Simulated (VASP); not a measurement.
BN:

```
CELL_PARAMETERS angstrom
0.00000 1.79028 1.79028
1.79028 0.00000 1.79028
1.79028 1.79028 0.00000
ATOMIC_POSITIONS crystal
N 0.25000 0.25000 0.25000
B 0.00000 0.00000 0.00000
```

Base run:

| Item | Value |
| --- | --- |
| Program | VASP 6.6.1 |
| Functional | LDA |
| Potentials or basis | VASP PAW LDA potentials, release 64 (N, B) |
| Cutoff | 520 eV |
| k mesh | 13 × 13 × 13 |
| Occupations | fermi-dirac, width 0.05 eV |
| Spin | no spin polarisation |

Its results: band gap on the k mesh 4.45 eV, indirect (least direct gap 8.82 eV); pressure 1.0 GPa.

Task: The run is repeated on the same cell with these changes: potentials or basis from VASP PAW LDA potentials, release 64 (N, B) to VASP PAW LDA potentials, release 64 (N_h, B_h); cutoff from 520 eV to 910 eV. What comes out?

Result: Band gap on the k mesh 4.46 eV, indirect (least direct gap 8.82 eV); pressure 0.5 GPa.

Caveats: the cutoff is under 1.25 times the usual one of these potentials, so pressure, stress and relaxed cells hold a basis-set (Pulay) error (some runs).

A k mesh can miss the band edges.
